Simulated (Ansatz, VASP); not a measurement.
Sc: VASP beside Ansatz

The input INCAR:

```
ALGO = Normal
EDIFF = 1E-7
ENCUT = 520
GGA = PS
ISIF = 2
ISMEAR = -1
LASPH = T
LCHARG = T
LELF = T
LREAL = F
LVHAR = T
LWAVE = F
NBANDS = 12
NELM = 80
PREC = Accurate
SIGMA = 0.03
```

The input KPOINTS:

```
k-points
0
Gamma
  12 12 12
```

The input POSCAR:

```
Sc
1.0
    0.0000000000      2.2705000000      2.2932050000
    2.2705000000      0.0000000000      2.2932050000
    2.2705000000      2.2705000000      0.0000000000
Sc
1
Direct
    0.0000000000      0.0000000000      0.0000000000
```

Input for Ansatz:

```yaml
crystal:
  lattice:
    - [0.0, 2.2705, 2.293205]
    - [2.2705, 0.0, 2.293205]
    - [2.2705, 2.2705, 0.0]
  atoms:
    - { symbol: Sc, position: [0.0, 0.0, 0.0] }
kpoints:
  mp_grid: { grid: [12, 12, 12] }
  band_path:
    path:
      - [0.0, 0.0, 0.0]
      - [0.0, 0.5, 0.5]
      - [0.25, 0.75, 0.5]
      - [0.0, 0.5, 0.0]
      - [0.0, 0.0, 0.0]
      - [0.5, 0.5, 0.0]
      - [0.3725370062, 0.6274629938, 0.0]
      - [-0.3725370062, 0.3725370062, 0.0]
      - [0.0, 0.0, 0.0]
    npoints: 5
scf:
  occupations: { method: fermi_dirac, width: 0.03 }
hamiltonian:
  xc: pbesol
  pseudopotentials: { kind: all_electron, lapw: { basis_error: 0.00025 } }
output:
  forces: true
  stress: true
  eigenvalues: true
```

Change from the starting cell: zz strain of +1 %.

Alike in both runs: task single point; functional PBEsol; k mesh 12 × 12 × 12; occupations fermi-dirac, width 0.03 eV; no spin polarisation.

|  | VASP | Ansatz |
| --- | --- | --- |
| version | VASP 6.6.1 | Ansatz 0.2.0 |
| potentials or method | VASP PAW PBE potentials, release 64 (Sc_sv), cutoff 520 eV | all-electron LAPW, scalar-relativistic |

```tsv
	VASP	Ansatz	Ansatz less VASP
pressure (GPa)	-0.1	-0.1	0.00
traceless stress, the component that is largest in VASP (GPa)	-0.22	-0.22	0.000
```

VASP's potentials were made for PBE, not for PBEsol. Ansatz ran all-electron here, and VASP with PAW potentials.
